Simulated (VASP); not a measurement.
# Al (a cell with a defect) in VASP: single point with PBE

Aim: the single point of Al (a cell with a defect) with PBE.

Program: VASP 6.6.1. These are calculated values, not measurements. Logs are shortened: lines on timing, memory, paths and dates and some standing lists are left out, and cuts for length are marked.

## Step 1: The cell of the first run

The cell holds a defect, 33 atoms: a = 8.100 Å, b = 8.100 Å, c = 8.100 Å, α = 90.00°, β = 90.00°, γ = 90.00°.

## Step 2: Single point, PBE

INCAR

```
SYSTEM = Al
PREC = Accurate
ENCUT = 520
EDIFF = 1E-6
ISMEAR = 0
SIGMA = 0.05
LREAL = Auto
LASPH = .TRUE.
NELM = 100
ALGO = Normal
ISIF = 2
LWAVE = .FALSE.
LCHARG = .TRUE.
GGA = PE
LELF = .TRUE.
LVHAR = .TRUE.
NBANDS = 72
```

KPOINTS

```
regular mesh
0
G
  2 2 2
  0 0 0
```

POSCAR

```
Al
1.0
    8.1000000000      0.0000000000      0.0000000000
    0.0000000000      8.1000000000      0.0000000000
    0.0000000000      0.0000000000      8.1000000000
Al
33
Direct
    0.4988223457      0.0157491358      0.0067246914
    0.7529323457      0.2506690123     -0.0014208642
    0.7522248148      0.0030837037      0.2479016049
    0.0035096296      0.0027870370     -0.0033586420
    0.2493324691      0.2507317284     -0.0033674074
    0.4987717284      0.4852108642      0.0063529630
    0.7668070370      0.7501649383      0.0043953086
    0.2492928395     -0.0007555556      0.2524132099
    0.4986008642      0.2495080247      0.2362920988
    0.7511269136      0.4979490123      0.2485974074
    0.5072314815      0.0513971605      0.4945139506
    0.7649206173      0.2498661728      0.5017648148
    0.7484982716     -0.0011391358      0.7505698765
    0.0034207407      0.4977072840     -0.0035625926
    0.2375874074      0.7499270370      0.0061982716
    0.0019320988      0.2510770370      0.2474481481
    0.2509458025      0.5022932099      0.2539607407
    0.5053732099      0.7511741975      0.2132572840
   -0.0065549383      0.0162986420      0.5015327160
    0.2394029630      0.2491377778      0.5018944444
    0.5066914815      0.4430302469      0.4950666667
    0.7852106173      0.7512702469      0.4954982716
    0.2594565432     -0.0109739506      0.7406324691
    0.4990919753      0.2489716049      0.7620301235
    0.7471934568      0.5023738272      0.7495743210
   -0.0083401235      0.7495413580      0.2319890123
   -0.0060802469      0.4853539506      0.5016122222
    0.1706307407      0.7518183951      0.4899067901
    0.0041769136      0.2506149383      0.7515067901
    0.2604459259      0.5120102469      0.7395820988
    0.5067677778      0.7513425926      0.8267891358
   -0.0042817284      0.7499700000      0.7615888889
    0.4697422222      0.7463711111      0.5276555556
```

Potentials or basis: VASP PAW PBE potentials, release 64 (Al).

On the command line:

```sh
$ cat potpaw_PBE.64/Al/POTCAR > POTCAR
$ mpirun -np 1 vasp_std > vasp.out
```

OUTCAR:

```text
SYSTEM = Al
   PREC = Accurate
   ENCUT = 520
   EDIFF = 1E-6
   ISMEAR = 0
   LREAL = Auto
   LASPH = .TRUE.
   NELM = 100
   ISIF = 2
   GGA = PE

 ion  position               nearest neighbor table
   1  0.499  0.016  0.007-  31 2.59   9 2.65  18 2.72  24 2.74   5 2.78   2 2.80   3 2.84   8 2.84
                            13 2.90  23 2.91  15 3.02   7 3.06
   2  0.753  0.251  0.999-   6 2.80   1 2.80  24 2.81   9 2.82   3 2.85  10 2.85  14 2.85  16 2.85
                            29 2.85   4 2.86  13 2.86  25 2.87
   3  0.752  0.003  0.248-  26 2.83   1 2.84  19 2.84  11 2.84   2 2.85   7 2.85  16 2.85   9 2.87
                            12 2.87  18 2.87  22 2.87   4 2.88
   4  0.004  0.003  0.997-  15 2.79  32 2.80  26 2.80   7 2.80  29 2.82   5 2.83   2 2.86  16 2.86
                            13 2.87   8 2.87   3 2.88  23 2.93
   5  0.249  0.251  0.997-   6 2.77  24 2.78   1 2.78   9 2.80  29 2.81  14 2.82   4 2.83  16 2.85
                             8 2.91  17 2.91  23 2.97  30 2.97
   6  0.499  0.485  0.006-  31 2.60   9 2.67  18 2.73  24 2.75   5 2.77   2 2.80  10 2.84  17 2.84
                            25 2.90  30 2.91  15 3.01   7 3.05
   7  0.767  0.750  0.004-  31 2.55  26 2.59  32 2.70  18 2.71  14 2.80   4 2.80   3 2.85  10 2.85
                            13 2.88  25 2.88   6 3.05   1 3.06
   8  0.249  0.999  0.252-   1 2.84  15 2.84  28 2.85  16 2.86  20 2.86   9 2.86   4 2.87  19 2.90
                            11 2.90  18 2.91   5 2.91  26 2.91
   9  0.499  0.250  0.236-  21 2.62  11 2.64   1 2.65   6 2.67   5 2.80   2 2.82   8 2.86   3 2.87
[... 13 lines left out ...]
  16  0.002  0.251  0.247-  27 2.80  19 2.80  12 2.82  20 2.82  14 2.85  10 2.85   3 2.85   2 2.85
                             5 2.85   4 2.86   8 2.86  17 2.87
  17  0.251  0.502  0.254-  15 2.84   6 2.84  28 2.86  16 2.87   9 2.87  20 2.87  21 2.89  14 2.89
                            27 2.89  18 2.90  26 2.91   5 2.91
  18  0.505  0.751  0.213-  33 2.56   7 2.71   1 2.72   6 2.73  15 2.74   3 2.87  10 2.87  17 2.90
                             8 2.91  31 3.13  22 3.22  11 3.33
  19  0.993  0.016  0.502-  28 2.58  12 2.65  22 2.73  20 2.74  29 2.78  16 2.80  13 2.83   3 2.84
                             8 2.90  23 2.91  32 3.02  26 3.07
  20  0.239  0.249  0.502-  21 2.68  11 2.70  19 2.74  27 2.76  29 2.78  16 2.82   8 2.86  23 2.86
                            17 2.87  30 2.88  24 2.98   9 3.01
  21  0.507  0.443  0.495-  33 2.49  12 2.61   9 2.62  24 2.67  20 2.68  10 2.85  30 2.87  25 2.88
                            17 2.89  11 3.17
  22  0.785  0.751  0.495-  33 2.57  26 2.71  19 2.73  27 2.74  32 2.75   3 2.87  10 2.88  13 2.89
                            25 2.90  28 3.12  18 3.22  11 3.31
  23  0.259  0.989  0.741-  20 2.86  31 2.86  24 2.87  11 2.87  28 2.89  32 2.89  15 2.90  19 2.91
                             1 2.91   4 2.93  29 2.96   5 2.97  33 3.12
  24  0.499  0.249  0.762-  21 2.67  11 2.69   1 2.74   6 2.75   5 2.78   2 2.81  13 2.86  23 2.87
                            25 2.87  30 2.88  20 2.98  12 3.01
  25  0.747  0.502  0.750-  27 2.84  32 2.84   2 2.87  12 2.87  31 2.87  24 2.87  21 2.88  14 2.88
                             7 2.88   6 2.90  22 2.90  29 2.91
  26  0.992  0.750  0.232-  28 2.54   7 2.59  15 2.70  22 2.71  14 2.79   4 2.80  10 2.82   3 2.83
                            17 2.91   8 2.91  27 3.06  19 3.07
  27  0.994  0.485  0.502-  28 2.59  12 2.66  22 2.74  20 2.76  29 2.78  16 2.80  25 2.84  10 2.84
                            17 2.89  30 2.90  32 3.00  26 3.06
  28  0.171  0.752  0.490-  33 2.44  26 2.54  19 2.58  27 2.59  32 2.62   8 2.85  17 2.86  23 2.89
                            30 2.90  22 3.12
  29  0.004  0.251  0.752-  19 2.78  20 2.78  27 2.78  12 2.80   5 2.81  14 2.82   4 2.82   2 2.85
                            13 2.91  25 2.91  23 2.96  30 2.97
  30  0.260  0.512  0.740-  21 2.87  31 2.87  20 2.88  24 2.88  32 2.89  28 2.90  15 2.90  27 2.90
                             6 2.91  14 2.95  29 2.97   5 2.97  33 3.07
  31  0.507  0.751  0.827-  33 2.44   7 2.55   1 2.59   6 2.60  15 2.62  23 2.86  13 2.87  30 2.87
                            25 2.87  18 3.13
  32  0.996  0.750  0.762-  28 2.62   7 2.70  22 2.75  15 2.79  14 2.79   4 2.80  13 2.84  25 2.84
                            23 2.89  30 2.89  27 3.00  19 3.02
  33  0.470  0.746  0.528-  31 2.44  28 2.44  21 2.49  11 2.50  18 2.56  22 2.57  30 3.07  23 3.12

  LATTYP: Found a simple cubic cell.
 ALAT       =     8.1000000000

  Lattice vectors:

 A1 = (   8.1000000000,   0.0000000000,   0.0000000000)
 A2 = (   0.0000000000,   8.1000000000,   0.0000000000)
 A3 = (   0.0000000000,   0.0000000000,   8.1000000000)

Analysis of symmetry for initial positions (statically):
=====================================================================
 Subroutine PRICEL returns:
 Original cell was already a primitive cell.

 Routine SETGRP: Setting up the symmetry group for a
 simple cubic supercell.

 Subroutine GETGRP returns: Found  1 space group operations
 (whereof  1 operations were pure point group operations)
 out of a pool of 48 trial point group operations.

The static configuration has the point symmetry C_1 .

Analysis of symmetry for dynamics (positions and initial velocities):
=====================================================================
 Subroutine PRICEL returns:
 Original cell was already a primitive cell.

 Routine SETGRP: Setting up the symmetry group for a
[... 122 lines left out ...]

 Following reciprocal coordinates:
            Coordinates               Weight
  0.000000  0.000000  0.000000      1.000000
  0.500000  0.000000  0.000000      1.000000
  0.000000  0.500000  0.000000      1.000000
  0.000000  0.000000  0.500000      1.000000
  0.500000  0.500000  0.000000      1.000000
  0.000000  0.500000  0.500000      1.000000
  0.500000  0.000000  0.500000      1.000000
  0.500000  0.500000  0.500000      1.000000
   k-points           NKPTS =      8   k-points in BZ     NKDIM =      8   number of bands    NBANDS=     72
   number of dos      NEDOS =    301   number of ions     NIONS =     33
   total plane-waves  NPLWV = 216000
   dimension x,y,z NGX =    60 NGY =   60 NGZ =   60
   dimension x,y,z NGXF=   120 NGYF=  120 NGZF=  120
   ions per type =              33
   NGX,Y,Z   is equivalent  to a cutoff of  12.31, 12.31, 12.31 a.u.
   NGXF,Y,Z  is equivalent  to a cutoff of  24.63, 24.63, 24.63 a.u.
 SYSTEM =  Al
   PREC   = accura    normal or accurate (medium, high low for compatibility)
   ISTART =      0    job   : 0-new  1-cont  2-samecut
   ICHARG =      2    charge: 1-file 2-atom 10-const
   ISPIN  =      1    spin polarized calculation?
   LNONCOLLINEAR =      F non collinear calculations
   LSORBIT =      F    spin-orbit coupling
   LASPH  =      T    aspherical Exc in radial PAW
   ENCUT  =  520.0 eV  38.22 Ry    6.18 a.u.  15.06 15.06 15.06*2*pi/ulx,y,z
   NELM   =    100;   NELMIN=  2; NELMDL= -5     # of ELM steps
   EDIFF  = 0.1E-05   stopping-criterion for ELM
   LREAL  =      T    real-space projection
   EDIFFG = 0.1E-04   stopping-criterion for IOM
   NSW    =      0    number of steps for IOM
   IBRION =     -1    ionic relax: 0-MD 1-quasi-New 2-CG
   NFREE  =      0    steps in history (QN), initial steepest desc. (CG)
   ISIF   =      2    stress and relaxation
   ISYM   =      2    0-nonsym 1-usesym 2-fastsym
   POTIM  = 0.5000    time-step for ionic-motion
   TEBEG  =    0.0;   TEEND  =   0.0 temperature during run
   PSTRESS=    0.0 pullay stress
   NELECT =      99.0000    total number of electrons
   NUPDOWN=      -1.0000    fix difference up-down
   EMIN   =  10.00;   EMAX   =-10.00  energy-range for DOS
   EFERMI =   0.00;   METHOD = LEGACY
   ISMEAR =     0;   SIGMA  =   0.05  broadening in eV -4-tet -1-fermi 0-gaus
   EFERMI_NEDOS =   21; number of points for ismear=-14 and -15
   IALGO  =     38    algorithm
   IMIX   =      4    mixing-type and parameters
     AMIX     =   0.40;   BMIX     =  1.00
     AMIX_MAG =   1.60;   BMIX_MAG =  1.00
  volume/ion in A,a.u.               =      16.10       108.68
  Fermi-wavevector in a.u.,A,eV,Ry     =   0.934978  1.766853 11.894002  0.874184
  Thomas-Fermi vector in A             =   2.061839
   LORBIT       =      0    0 simple, 1 ext, 2 COOP (PROOUT), +10 PAW based schemes
   GGA     = PE    functional components
   LHFCALC =     F    Hartree Fock is set to
   AEXX    =    0.0000 exact exchange contribution
   IVDW    =     0    specifies the selected vdW correction
   LEPSILON=     F    determine dielectric tensor
   LRPA    =     F    only Hartree local field effects (RPA)
 non-spin polarized calculation
 Gauss-broadening in eV      SIGMA  =   0.05
  energy-cutoff  :      520.00
  volume of cell :      531.44
 maximum number of plane-waves:     14400
   NGX = 31   NGY = 31   NGZ = 31

 number of electron      99.0000000 magnetization

 Free energy of the ion-electron system (eV)
  ---------------------------------------------------
  ext. energy  EPLUGINS =         0.00000000
  ---------------------------------------------------
  free energy    TOTEN  =      -121.55857809 eV

  energy without entropy =     -121.54932259  energy(sigma->0) =     -121.55395034

 E-fermi :   7.8386     XC(G=0): -10.2723

 val. band max:        7.8011795070   @ k =   0.5000   0.5000   0.5000
 cond. band min:       7.8492608283   @ k =   0.5000   0.5000   0.5000
 fundamental gap:      0.0480813214
 Fermi energy:         7.8385643001

 k-point     1 :       0.0000    0.0000    0.0000
  band No.  band energies     occupation
      1      -3.0796      2.00000
      2      -1.0823      2.00000
      3      -1.0692      2.00000
      4      -0.8133      2.00000
      5      -0.6980      2.00000
      6      -0.6946      2.00000
[... 501 lines left out ...]
     60      11.1668      0.00000
     61      11.1790      0.00000
 [bands above 61 left out]

------------------------ aborting loop because EDIFF is reached ----------------------------------------

  FORCE on cell =-STRESS in cart. coord.  units (eV):
  Direction    XX          YY          ZZ          XY          YZ          ZX
  --------------------------------------------------------------------------------------
  -------------------------------------------------------------------------------------
  Total       15.7442908     15.0302585     15.6655425     -0.0278751      0.0358526      0.5026946
  in kB       47.4655621     45.3129122     47.2281534     -0.0840372      0.1080878      1.5155133
  external PRESSURE =      46.6688759 kB  Pullay stress =       0.0000000 kB

 VOLUME and BASIS-vectors are now :
 -----------------------------------------------------------------------------
  energy-cutoff  :      520.00
  volume of cell :      531.44
      direct lattice vectors                 reciprocal lattice vectors
     8.100000000  0.000000000  0.000000000     0.123456790  0.000000000  0.000000000
     0.000000000  8.100000000  0.000000000     0.000000000  0.123456790  0.000000000
     0.000000000  0.000000000  8.100000000     0.000000000  0.000000000  0.123456790

 POSITION                                       TOTAL-FORCE (eV/Angst)
 -----------------------------------------------------------------------------------
      4.04046      0.12757      0.05447        -0.010284     -0.004065     -0.015327
      6.09875      2.03042      8.08849        -0.004797      0.000078     -0.002279
      6.09302      0.02498      2.00800        -0.002862     -0.003271     -0.003124
      0.02843      0.02257      8.07279        -0.007242     -0.001993      0.014007
      2.01959      2.03093      8.07272        -0.012922     -0.001301     -0.004373
      4.04005      3.93021      0.05146        -0.007467      0.010080     -0.011325
[... 25 lines left out ...]
      8.06532      6.07476      6.16887        -0.023375     -0.000858      0.028597
      3.80491      6.04561      4.27401         0.072293      0.004139     -0.099025
 -----------------------------------------------------------------------------------
    total drift:                               -0.013947     -0.005471      0.004826

  FREE ENERGIE OF THE ION-ELECTRON SYSTEM (eV)
  ---------------------------------------------------
  free  energy   TOTEN  =      -121.5585780941 eV

  energy  without entropy=     -121.5493225912  energy(sigma->0) =     -121.55395034
```

Wall time 3 min (1 thread of Intel Xeon Platinum 8559C (Emerald Rapids), shared host); peak memory 0.55 GiB.

Results:

- Free energy: -121.5586 eV
- Pressure: 4.7 GPa
- Largest force: 0.123 eV/Å
- Band gap on the k mesh: zero (an odd number of electrons rules out a gap without spin polarisation)

Forces on the atoms (eV/Å):
```
Al  -0.010 -0.004 -0.015
Al  -0.005  0.000 -0.002
Al  -0.003 -0.003 -0.003
Al  -0.007 -0.002  0.014
Al  -0.013 -0.001 -0.004
Al  -0.007  0.010 -0.011
Al  -0.024 -0.003  0.005
Al   0.011 -0.022  0.017
Al  -0.011 -0.002 -0.019
Al  -0.003  0.004  0.000
Al  -0.020  0.053  0.005
Al   0.011 -0.008  0.004
Al  -0.025 -0.013  0.001
Al  -0.005  0.007  0.017
Al  -0.016 -0.001 -0.003
Al   0.003 -0.004  0.003
Al   0.002  0.023  0.009
Al   0.004 -0.006 -0.066
Al   0.004  0.005  0.009
Al  -0.026  0.003  0.007
Al  -0.014 -0.019 -0.001
Al   0.075 -0.005 -0.003
Al   0.006 -0.029 -0.008
Al  -0.017  0.003  0.012
Al  -0.017  0.014  0.001
Al   0.025  0.006  0.010
Al   0.001 -0.006  0.008
Al   0.058 -0.016  0.085
Al  -0.006  0.001  0.002
Al   0.005  0.024 -0.008
Al  -0.024 -0.012  0.007
Al  -0.023 -0.001  0.029
Al   0.072  0.004 -0.099
```

Levels at points of the mesh, in eV from the Fermi level:
```tsv
k point	band 47	band 48	band 49	band 50	band 51	band 52
(0.00, 0.00, 0.00)	-0.04	0.36	0.59	0.61	0.62	0.77
(0.50, 0.00, 0.00)	-0.27	-0.21	-0.20	-0.09	0.12	0.32
(0.00, 0.50, 0.00)	-0.25	-0.23	-0.13	-0.09	0.11	0.31
(0.00, 0.00, 0.50)	-0.27	-0.21	-0.19	-0.09	0.13	0.32
(0.50, 0.50, 0.00)	-0.35	-0.21	0.65	0.67	0.92	1.02
(0.00, 0.50, 0.50)	-0.35	-0.22	0.65	0.67	0.92	1.02
(0.50, 0.00, 0.50)	-0.34	-0.21	0.67	0.68	0.92	1.01
(0.50, 0.50, 0.50)	-0.56	-0.54	-0.53	-0.43	-0.42	-0.41
```

Caveat: the k points lie up to 0.39 Å⁻¹ apart, too coarse for converged energies and pressures of a metal.

The gap in the log of VASP goes by the Fermi energy; the results here count the filled bands.